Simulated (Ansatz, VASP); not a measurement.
Two plane-wave programs on AlFe

```
CELL_PARAMETERS angstrom
2.84469 0.00000 0.00000
0.00000 2.84469 0.00000
0.00000 0.00000 2.84469
ATOMIC_POSITIONS crystal
Al 0.00000 0.00000 0.00000
Fe 0.50000 0.50000 0.50000
```

Alike in both runs: functional PBEsol; k mesh 14 × 14 × 14; occupations gaussian, width 0.1 eV; collinear spin.

Ansatz relaxed the structure, and its values are those at the end. VASP's run is a single point on that final structure, the one shown.

```csv
,VASP,Ansatz
version,VASP 6.6.1,Ansatz 0.2.0
potentials or method,"VASP PAW PBE potentials, release 64 (Al, Fe), cutoff 520 eV","scalar-relativistic, plane waves, PAW"
valence electrons in the cell,11,19
```

```tsv
	VASP	Ansatz	Ansatz less VASP
gap on the k mesh at the Fermi level (eV)	none	none	-
pressure (GPa)	0.3	0.1	-0.19
net moment per atom (μB)	0.33	0.33	+0.002
size of the moment on the site where the two differ most (μB)	0.69	0.68	-0.005
```

VASP's potentials were made for PBE, not for PBEsol. Site moments also hang on the region over which each program counts them. A gap of «none» marks a metal or a gap that the smearing closes. VASP's potentials hold 11 valence electrons a cell and Ansatz's 19, so a difference there can come from the potentials and not from the codes.
